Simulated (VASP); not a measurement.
# MgO (ae) (Fm-3m) in VASP: further runs

Runs on MgO (ae). Level: PBE. Tasks: single point, relaxation of cell and atoms.

Program: VASP 6.6.1. These are calculated values, not measurements. Logs are shortened: lines on timing, memory, paths and dates and some standing lists are left out, and cuts for length are marked.

**Measured values to compare with.**

From “Electronic structure of alkaline earth and post-transition metal oxides”, 2009, arxiv:0908.1581, for a bulk crystal of MgO: band gap 7.83 eV.

How close the calculation comes is told below.

### 1 The cell of the first run

It takes space group Fm-3m (No. 225, cubic). The conventional cell has a = 4.248 Å, b = 4.248 Å, c = 4.248 Å, α = 90.00°, β = 90.00°, γ = 90.00°. Mg (site symmetry m-3m) has 6 O at 2.12 Å within 2.8 Å. Within 2.8 Å of O (site symmetry m-3m) lie 6 Mg at 2.12 Å.

### 2 Single point, PBE

Input file INCAR:

```
SYSTEM = MgO
PREC = Accurate
ENCUT = 600
EDIFF = 1E-6
ISMEAR = 0
SIGMA = 0.02
LREAL = .False.
LASPH = .True.
NELM = 120
ALGO = Normal
ISIF = 2
LWAVE = .False.
LCHARG = .False.
GGA = PE
NBANDS = 11
GGA_COMPAT = .False.
```

Input file KPOINTS:

```
Automatic mesh
0
Gamma
  10 10 10
  0 0 0
```

Input file POSCAR:

```
MgO
1.0
    0.0000000000      2.1242422345      2.1242422345
    2.1242422345      0.0000000000      2.1242422345
    2.1242422345      2.1242422345      0.0000000000
Mg O
1 1
Direct
    0.0000000000      0.0000000000      0.0000000000
    0.5000000000      0.5000000000      0.5000000000
```

Potentials or basis: VASP PAW PBE potentials, release 64 (Mg, O).

On the command line:

```bash
cat potpaw_PBE.64/Mg/POTCAR potpaw_PBE.64/O/POTCAR > POTCAR
mpirun -np 1 vasp_std > vasp.out
```

OUTCAR:

```text
SYSTEM = MgO
   PREC = Accurate
   ENCUT = 600
   EDIFF = 1E-6
   ISMEAR = 0
   LREAL = .False.
   LASPH = .True.
   NELM = 120
   ISIF = 2
   GGA = PE

 ion  position               nearest neighbor table
   1  0.000  0.000  0.000-   2 2.12   2 2.12   2 2.12   2 2.12   2 2.12   2 2.12
   2  0.500  0.500  0.500-   1 2.12   1 2.12   1 2.12   1 2.12   1 2.12   1 2.12

  LATTYP: Found a face centered cubic cell.
 ALAT       =     4.2484844690

  Lattice vectors:

 A1 = (   0.0000000000,   2.1242422345,   2.1242422345)
 A2 = (   2.1242422345,   0.0000000000,   2.1242422345)
 A3 = (   2.1242422345,   2.1242422345,   0.0000000000)

Analysis of symmetry for initial positions (statically):
=====================================================================
 Subroutine PRICEL returns:
 Original cell was already a primitive cell.

 Routine SETGRP: Setting up the symmetry group for a
 face centered cubic supercell.

 Subroutine GETGRP returns: Found 48 space group operations
 (whereof 48 operations were pure point group operations)
 out of a pool of 48 trial point group operations.

The static configuration has the point symmetry O_h .

Analysis of symmetry for dynamics (positions and initial velocities):
=====================================================================
 Subroutine PRICEL returns:
 Original cell was already a primitive cell.

 Routine SETGRP: Setting up the symmetry group for a
 face centered cubic supercell.

 Subroutine GETGRP returns: Found 48 space group operations
 (whereof 48 operations were pure point group operations)
 out of a pool of 48 trial point group operations.

The dynamic configuration has the point symmetry O_h .

 Subroutine INISYM returns: Found 48 space group operations
 (whereof 48 operations are pure point group operations),
 and found     1 'primitive' translations

----------------------------------------------------------------------------------------

                                     Primitive cell

  volume of cell :      19.1709

  direct lattice vectors                    reciprocal lattice vectors
     0.000000000  2.124242235  2.124242235    -0.235378052  0.235378052  0.235378052
     2.124242235  0.000000000  2.124242235     0.235378052 -0.235378052  0.235378052
     2.124242235  2.124242235  0.000000000     0.235378052  0.235378052 -0.235378052

  length of vectors
     3.004132178  3.004132178  3.004132178     0.407686746  0.407686746  0.407686746

  position of ions in fractional coordinates (direct lattice)
     0.000000000  0.000000000  0.000000000
     0.500000000  0.500000000  0.500000000

  ion indices of the primitive-cell ions
   primitive index   ion index
                 1           1
                 2           2

----------------------------------------------------------------------------------------

 KPOINTS: Automatic mesh

Automatic generation of k-mesh.
 Grid dimensions read from file:
 generate k-points for:   10   10   10

 Generating k-lattice:

  Cartesian coordinates                     Fractional coordinates (reciprocal lattice)
    -0.023537805  0.023537805  0.023537805     0.100000000  0.000000000  0.000000000
     0.023537805 -0.023537805  0.023537805     0.000000000  0.100000000  0.000000000
     0.023537805  0.023537805 -0.023537805     0.000000000  0.000000000  0.100000000

  Length of vectors
     0.040768675  0.040768675  0.040768675

  Shift w.r.t. Gamma in fractional coordinates (k-lattice)
     0.000000000  0.000000000  0.000000000

 Subroutine IBZKPT returns following result:
 ===========================================

 Found     47 irreducible k-points:

 Following reciprocal coordinates:
            Coordinates               Weight
  0.000000  0.000000  0.000000      1.000000
  0.100000  0.000000  0.000000      8.000000
  0.200000  0.000000  0.000000      8.000000
  0.300000  0.000000  0.000000      8.000000
  0.400000  0.000000  0.000000      8.000000
  0.500000  0.000000  0.000000      4.000000
[... 16 lines left out ...]
  0.300000  0.300000  0.000000      6.000000
  0.400000  0.300000  0.000000     24.000000
 [... further k-points ...]
   k-points           NKPTS =     47   k-points in BZ     NKDIM =     47   number of bands    NBANDS=     11
   number of dos      NEDOS =    301   number of ions     NIONS =      2
   total plane-waves  NPLWV =  13824
   dimension x,y,z NGX =    24 NGY =   24 NGZ =   24
   dimension x,y,z NGXF=    48 NGYF=   48 NGZF=   48
   ions per type =               1   1
   NGX,Y,Z   is equivalent  to a cutoff of  13.28, 13.28, 13.28 a.u.
   NGXF,Y,Z  is equivalent  to a cutoff of  26.56, 26.56, 26.56 a.u.
 SYSTEM =  MgO
   PREC   = accura    normal or accurate (medium, high low for compatibility)
   ISTART =      0    job   : 0-new  1-cont  2-samecut
   ICHARG =      2    charge: 1-file 2-atom 10-const
   ISPIN  =      1    spin polarized calculation?
   LNONCOLLINEAR =      F non collinear calculations
   LSORBIT =      F    spin-orbit coupling
   LASPH  =      T    aspherical Exc in radial PAW
   ENCUT  =  600.0 eV  44.10 Ry    6.64 a.u.   6.00  6.00  6.00*2*pi/ulx,y,z
   NELM   =    120;   NELMIN=  2; NELMDL= -5     # of ELM steps
   EDIFF  = 0.1E-05   stopping-criterion for ELM
   LREAL  =      F    real-space projection
   EDIFFG = 0.1E-04   stopping-criterion for IOM
   NSW    =      0    number of steps for IOM
   IBRION =     -1    ionic relax: 0-MD 1-quasi-New 2-CG
   NFREE  =      0    steps in history (QN), initial steepest desc. (CG)
   ISIF   =      2    stress and relaxation
   ISYM   =      2    0-nonsym 1-usesym 2-fastsym
   POTIM  = 0.5000    time-step for ionic-motion
   TEBEG  =    0.0;   TEEND  =   0.0 temperature during run
   PSTRESS=    0.0 pullay stress
   NELECT =       8.0000    total number of electrons
   NUPDOWN=      -1.0000    fix difference up-down
   EMIN   =  10.00;   EMAX   =-10.00  energy-range for DOS
   EFERMI =   0.00;   METHOD = LEGACY
   ISMEAR =     0;   SIGMA  =   0.02  broadening in eV -4-tet -1-fermi 0-gaus
   EFERMI_NEDOS =   21; number of points for ismear=-14 and -15
   IALGO  =     38    algorithm
   IMIX   =      4    mixing-type and parameters
     AMIX     =   0.40;   BMIX     =  1.00
     AMIX_MAG =   1.60;   BMIX_MAG =  1.00
  volume/ion in A,a.u.               =       9.59        64.69
  Fermi-wavevector in a.u.,A,eV,Ry     =   1.223369  2.311832 20.362909  1.496632
  Thomas-Fermi vector in A             =   2.358482
   LORBIT       =      0    0 simple, 1 ext, 2 COOP (PROOUT), +10 PAW based schemes
   GGA     = PE    functional components
   LHFCALC =     F    Hartree Fock is set to
   AEXX    =    0.0000 exact exchange contribution
   IVDW    =     0    specifies the selected vdW correction
   LEPSILON=     F    determine dielectric tensor
   LRPA    =     F    only Hartree local field effects (RPA)
 non-spin polarized calculation
 Gauss-broadening in eV      SIGMA  =   0.02
  energy-cutoff  :      600.00
  volume of cell :       19.17
 maximum number of plane-waves:       652
   NGX = 11   NGY = 11   NGZ = 11

 number of electron       8.0000004 magnetization

 Free energy of the ion-electron system (eV)
  ---------------------------------------------------
  ext. energy  EPLUGINS =         0.00000000
  ---------------------------------------------------
  free energy    TOTEN  =       -11.91495848 eV

  energy without entropy =      -11.91495848  energy(sigma->0) =      -11.91495848

 E-fermi :   3.1997     XC(G=0): -10.9566

 val. band max:        2.9940513122   @ k =   0.0000   0.0000   0.0000
 cond. band min:       7.4741955918   @ k =   0.0000   0.0000   0.0000
 fundamental gap:      4.4801442795
 Fermi energy:         3.1996821820

 k-point     1 :       0.0000    0.0000    0.0000
  band No.  band energies     occupation
      1     -14.1383      2.00000
      2       2.9941      2.00000
      3       2.9941      2.00000
      4       2.9941      2.00000
      5       7.4742      0.00000
      6      18.6494      0.00000
      7      18.6494      0.00000
      8      18.6494      0.00000
      9      22.4974      0.00000
     10      24.2431      0.00000
     11      24.2432      0.00000

 k-point     2 :       0.1000    0.0000    0.0000
  band No.  band energies     occupation
      1     -14.0374      2.00000
      2       2.3470      2.00000
      3       2.9294      2.00000
      4       2.9294      2.00000
      5       8.1058      0.00000
      6      17.4066      0.00000
      7      18.8795      0.00000
      8      18.8795      0.00000
      9      23.4767      0.00000
     10      23.4767      0.00000
     11      24.1043      0.00000

 k-point     3 :       0.2000    0.0000    0.0000
  band No.  band energies     occupation
      1     -13.7604      2.00000
      2       1.0519      2.00000
      3       2.7658      2.00000
      4       2.7658      2.00000
      5       9.3044      0.00000
      6      15.8864      0.00000
      7      19.3299      0.00000
      8      19.3299      0.00000
      9      22.7787      0.00000
     10      22.7787      0.00000
     11      24.8455      0.00000

 k-point     4 :       0.3000    0.0000    0.0000
  band No.  band energies     occupation
      1     -13.3875      2.00000
      2      -0.2326      2.00000
      3       2.5733      2.00000
      4       2.5733      2.00000
      5      10.2652      0.00000
      6      15.1500      0.00000
      7      19.3984      0.00000
      8      19.3984      0.00000
      9      23.2303      0.00000
     10      23.2303      0.00000
     11      24.2261      0.00000
[... 239 lines left out ...]
 k-point    22 :      -0.2000    0.2000    0.0000
  band No.  band energies     occupation
      1     -13.2764      2.00000
      2      -0.0408      2.00000
      3       1.6991      2.00000
      4       2.5717      2.00000
      5      11.1913      0.00000
      6      14.7595      0.00000
      7      17.8141      0.00000
      8      20.4779      0.00000
      9      21.2803      0.00000
     10      24.0544      0.00000
     11      27.3755      0.00000

 k-point    23 :       0.3000    0.3000    0.0000
  band No.  band energies     occupation
      1     -13.1940      2.00000
      2      -0.0890      2.00000
      3       2.0833      2.00000
      4       2.0833      2.00000
      5      11.5772      0.00000
      6      13.3747      0.00000
      7      17.1415      0.00000
      8      20.6180      0.00000
      9      20.6180      0.00000
     10      26.8502      0.00000
     11      29.8461      0.00000

 k-point    24 :       0.4000    0.3000    0.0000
  band No.  band energies     occupation
      1     -12.9592      2.00000
      2      -0.4973      2.00000
      3       1.7282      2.00000
      4       1.9405      2.00000
      5      12.3152      0.00000
      6      13.0907      0.00000
      7      16.3234      0.00000
      8      20.8347      0.00000
      9      21.0366      0.00000
     10      27.5653      0.00000
     11      29.4564      0.00000

 [... further k-points ...]
[... 5 lines left out ...]
  --------------------------------------------------------------------------------------
  -------------------------------------------------------------------------------------
  Total       -0.0506552     -0.0506552     -0.0506552      0.0000000      0.0000000      0.0000000
  in kB       -4.2334313     -4.2334313     -4.2334313      0.0000000      0.0000000      0.0000000
  external PRESSURE =      -4.2334313 kB  Pullay stress =       0.0000000 kB

 VOLUME and BASIS-vectors are now :
 -----------------------------------------------------------------------------
  energy-cutoff  :      600.00
  volume of cell :       19.17
      direct lattice vectors                 reciprocal lattice vectors
     0.000000000  2.124242235  2.124242235    -0.235378052  0.235378052  0.235378052
     2.124242235  0.000000000  2.124242235     0.235378052 -0.235378052  0.235378052
     2.124242235  2.124242235  0.000000000     0.235378052  0.235378052 -0.235378052

 POSITION                                       TOTAL-FORCE (eV/Angst)
 -----------------------------------------------------------------------------------
      0.00000      0.00000      0.00000         0.000000      0.000000      0.000000
      2.12424      2.12424      2.12424        -0.000000     -0.000000      0.000000
 -----------------------------------------------------------------------------------
    total drift:                               -0.000000     -0.000000      0.000000

  FREE ENERGIE OF THE ION-ELECTRON SYSTEM (eV)
  ---------------------------------------------------
  free  energy   TOTEN  =       -11.9149584769 eV

  energy  without entropy=      -11.9149584769  energy(sigma->0) =      -11.91495848
```

Run time: 5.2 s. Hardware: 1 thread of Intel Xeon Platinum 8559C (Emerald Rapids), shared host; peak memory 0.14 GiB.

What came out:

- Free energy: -11.9150 eV
- Pressure: -0.4 GPa
- Band gap on the k mesh: 4.48 eV, direct

### 3 Relaxation of cell and atoms, PBE, target pressure 0.61 GPa, at which the enthalpy is minimised

This run uses another cell than the first one, of 9.70 Å³/atom, 1.012 times its volume.

Input file INCAR:

```
SYSTEM = MgO
PREC = Accurate
ENCUT = 600
EDIFF = 1E-7
ISMEAR = 0
SIGMA = 0.02
LREAL = .False.
LASPH = .True.
NELM = 120
ALGO = Normal
ISIF = 3
LWAVE = .False.
LCHARG = .False.
GGA = PE
IBRION = 2
NSW = 50
EDIFFG = -0.003
PSTRESS = 6.1
GGA_COMPAT = .False.
NELMIN = 4
```

KPOINTS is that of step 2.

Input file POSCAR:

```
MgO
1.0
    0.0000000000      2.1324758545      2.1324758545
    2.1324758545      0.0000000000      2.1324758545
    2.1324758545      2.1324758545      0.0000000000
Mg O
1 1
Direct
    0.0000000000      0.0000000000      0.0000000000
    0.5000000000      0.5000000000      0.5000000000
```

Potentials or basis: VASP PAW PBE potentials, release 64 (Mg, O).

On the command line:

```bash
cat potpaw_PBE.64/Mg/POTCAR potpaw_PBE.64/O/POTCAR > POTCAR
mpirun -np 1 vasp_std > vasp.out
```

Wall time 10 s (1 thread of Intel Xeon Platinum 8559C (Emerald Rapids), shared host); peak memory 0.14 GiB.

Results (log left out):

```
Free energy                                            : -11.9155 eV
Relaxed volume                                         : 9.52 Å³/atom
Relaxed cell                                           : a = 2.997 Å, b = 2.997 Å, c = 2.997 Å, α = 60.00°, β = 60.00°, γ = 60.00°
Space group after relaxing (to 0.05 Å)                 : Fm-3m (No. 225)
Energy change on relaxing (the enthalpy is what falls) : -0.9 meV/atom
Ionic steps                                            : 3
Pressure after relaxing                                : 0.6 GPa
Band gap on the k mesh                                 : 4.55 eV, direct
```

The path:
```tsv
step	energy change (eV)	largest force (eV/Å)	pressure (GPa)	volume (Å³)
1	0.0000	0.0000	-2.12	19.39
2	-0.0010	0.0000	1.49	18.93
3	-0.0017	0.0000	0.61	19.04
```

Final structure:
```cif
data_structure
_symmetry_space_group_name_H-M 'P 1'
_symmetry_Int_Tables_number 1
_cell_length_a 2.9973
_cell_length_b 2.9973
_cell_length_c 2.9973
_cell_angle_alpha 60.000
_cell_angle_beta 60.000
_cell_angle_gamma 60.000
_cell_volume 19.04
loop_
_atom_site_label
_atom_site_type_symbol
_atom_site_fract_x
_atom_site_fract_y
_atom_site_fract_z
_atom_site_occupancy
Mg1 Mg 0.00000 0.00000 0.00000 1
O1 O 0.50000 0.50000 0.50000 1
```

Levels at points of the mesh, in eV from the valence-band top:
```tsv
k point	band 1	band 2	band 3	band 4	band 5	band 6	band 7	band 8
(0.00, 0.00, 0.00)	-17.17	0.00	0.00	0.00	4.55	15.69	15.69	15.69
(0.50, 0.00, 0.00)	-15.93	-4.53	-0.63	-0.63	7.78	12.39	16.12	16.12
(0.50, 0.50, 0.00)	-15.68	-4.01	-1.32	-1.32	9.10	9.77	12.90	18.68
```

Caveat: the cell is relaxed towards a set pressure, so the enthalpy falls and the energy may rise. A hybrid or GW would open this gap; PBE tends to underestimate it.

### 4 Against experiment

Step 2. Measured gap of MgO: 7.83 eV (quoted in “Electronic structure of alkaline earth and post-transition metal oxides”, 2009, arxiv:0908.1581). This calculation gives 4.48 eV (-3.35 eV). The value is that of PBE, without temperature or zero-point motion. Semilocal functionals fall short of measured gaps as a rule.
